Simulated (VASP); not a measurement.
Wanted: the native input for a VASP 6.6.1 run.

```
Task                   : relaxation of volume and atoms at fixed shape
Functional             : r2SCAN
Potentials or basis    : VASP PAW PBE potentials, release 64 (Si)
Cutoff                 : 600 eV
k mesh                 : 8 × 8 × 8
Occupations            : methfessel-paxton, width 0.05 eV
Spin                   : no spin polarisation
Dipole correction      : no
Further INCAR settings : ALGO = Normal; EDIFF = 1e-06; IBRION = 2; EDIFFG = -0.01; NSW = 80; ISIF = 8
```

The system is Si.

```
CELL_PARAMETERS angstrom
0.00000 2.71356 2.71356
2.71356 0.00000 2.71356
2.71356 2.71356 0.00000
ATOMIC_POSITIONS crystal
Si 0.75000 0.75000 0.75000
Si 0.50000 0.50000 0.50000
```

These files were run (other wordings do the same):

POSCAR

```
Si
1.0
    0.0000000000      2.7135600000      2.7135600000
    2.7135600000      0.0000000000      2.7135600000
    2.7135600000      2.7135600000      0.0000000000
Si
2
Direct
    0.7500000000      0.7500000000      0.7500000000
    0.5000000000      0.5000000000      0.5000000000
```

INCAR.step1

```
PREC     = Accurate       # precision mode
ENCUT    = 600            # plane-wave cutoff, eV
ISMEAR   = 1              # smearing method
SIGMA    = 0.05           # smearing width, eV
LREAL    = F              # projectors in reciprocal space
LASPH    = T              # aspherical terms in the spheres
NELM     = 80             # most SCF steps
GGA      = PE             # functional
ALGO     = Normal         # electronic algorithm
EDIFF    = 1E-4           # SCF threshold, eV
LWAVE    = T              # write WAVECAR
LCHARG   = F              # write CHGCAR
```

INCAR.step2

```
PREC     = Accurate       # precision mode
ENCUT    = 600            # plane-wave cutoff, eV
EDIFF    = 1E-6           # SCF threshold, eV
ISMEAR   = 1              # smearing method
SIGMA    = 0.05           # smearing width, eV
LREAL    = F              # projectors in reciprocal space
LASPH    = T              # aspherical terms in the spheres
NELM     = 80             # most SCF steps
ALGO     = Normal         # electronic algorithm
ISIF     = 8              # what is computed and relaxed
LWAVE    = F              # write WAVECAR
LCHARG   = F              # write CHGCAR
METAGGA  = R2SCAN         # meta-GGA
LMIXTAU  = T            
IBRION   = 2              # ionic algorithm
NSW      = 80             # ionic steps
EDIFFG   = -0.01          # ionic threshold
ISTART   = 1
```

KPOINTS

```
regular mesh
0
Gamma
  8 8 8
```

Potentials or basis: VASP PAW PBE potentials, release 64 (Si).

Command:

```sh
$ cat potpaw_PBE.64/Si/POTCAR > POTCAR
$ cp INCAR.step1 INCAR
$ mpirun -np 1 vasp_std > vasp.out
$ cp INCAR.step2 INCAR
$ mpirun -np 1 vasp_std > vasp.out
```

It gave:

| Item | Value |
| --- | --- |
| Relaxed volume | 20.12 Å³/atom |
| Relaxed cell | a = 3.847 Å, b = 3.847 Å, c = 3.847 Å, α = 60.00°, β = 60.00°, γ = 60.00° |
| Space group after relaxing (to 0.05 Å) | Fd-3m (No. 227) |
| Energy gained by relaxing | 0.3 meV/atom |
| Ionic steps | 3 |
| Pressure after relaxing | 0.0 GPa |
| Band gap on the k mesh | 0.82 eV, indirect (least direct gap 2.76 eV) |

Caveat: the PAW data sets were made with another functional, which shifts forces and pressure a little.

It took 75 s on 1 thread of Intel(R) Xeon(R) Platinum 8259CL CPU @ 2.50GHz (Skylake/Cascade Lake), with other jobs on the host, peak memory 0.18 GiB.
